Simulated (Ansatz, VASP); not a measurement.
# One calculation of ScAl4N, two programs

File INCAR:

```
  ALGO = Normal
  EDIFF = 1E-6
  ENCUT = 520
  GGA = PE
  ISIF = 2
  ISMEAR = 0
  ISPIN = 2
  LASPH = T
  LCHARG = F
  LMAXMIX = 4
  LORBIT = 11
  LREAL = F
  LWAVE = F
  MAGMOM = 0 0 0 0 0 1
  NBANDS = 27
  NELM = 150
  PREC = Accurate
  SIGMA = 0.1
```

KPOINTS

```
k-points
0
Gamma
  6 6 6
```

POSCAR

```
ScAl4N
1.0
    2.4487124400      1.4137647900      4.3024211500
   -2.4487124400      1.4137647900      4.3024211500
    0.0000000000     -2.8275295700      4.3024211500
Sc Al N
1 4 1
Direct
    0.0002918800      0.0002918800      0.0002918800
    0.3691721000      0.8675298100      0.3691721000
    0.3691721000      0.3691721000      0.8675298100
    0.8675298100      0.3691721000      0.3691721000
    0.7721425900      0.7721425900      0.7721425900
    0.3716915200      0.3716915200      0.3716915200
```

Input for Ansatz:

```yaml
crystal:
  lattice:
    - [2.44871244, 1.41376479, 4.30242115]
    - [-2.44871244, 1.41376479, 4.30242115]
    - [0.0, -2.82752957, 4.30242115]
  atoms:
    - { symbol: Sc, position: [0.00029188, 0.00029188, 0.00029188] }
    - { symbol: Al, position: [0.3691721, 0.86752981, 0.3691721] }
    - { symbol: Al, position: [0.3691721, 0.3691721, 0.86752981] }
    - { symbol: Al, position: [0.86752981, 0.3691721, 0.3691721] }
    - { symbol: Al, position: [0.77214259, 0.77214259, 0.77214259] }
    - { symbol: "N", position: [0.37169152, 0.37169152, 0.37169152], spin: 1.0 }
basis:
  ecutwfc: 420
kpoints:
  mp_grid: { grid: [6, 6, 6] }
hamiltonian:
  xc: pbe
scf:
  occupations: { method: gaussian, width: 0.1 }
  lower_state_search: "off"
output:
  forces: true
  stress: true
  eigenvalues: true
  populations: true
magnetization:
  spin_polarized: true
```

Change from the starting cell: species swapped into the SmCu4Pd type (R3m, No. 160).

Alike in both runs: task single point; functional PBE; k mesh 6 × 6 × 6; occupations gaussian, width 0.1 eV; collinear spin.

|  | VASP | Ansatz |
| --- | --- | --- |
| version | VASP 6.6.1 | Ansatz 0.2.0 |
| potentials or method | VASP PAW PBE potentials, release 64 (Sc_sv, Al, N), cutoff 520 eV | scalar-relativistic, plane waves, PAW |
| valence electrons in the cell | 28 | 28 |

|  | VASP | Ansatz | Ansatz less VASP |
| --- | --- | --- | --- |
| gap on the k mesh at the Fermi level (eV) | none | none | - |
| pressure (GPa) | 7.3 | 7.3 | -0.03 |
| traceless stress, the component that is largest in VASP (GPa) | -15.59 | -15.60 | -0.016 |
| rms of the force components (eV/Å) | 0.222 | 0.222 | -0.0005 |
| net moment per atom (μB) | 0.00 | 0.00 | 0.000 |

Atom by atom the forces differ by 0.001 eV/Å (rms over components). A gap of «none» marks a metal or a gap that the smearing closes. With one functional, cell and mesh, what is left measures potentials, basis and numerics. Ansatz's warnings: seeded moment not kept.
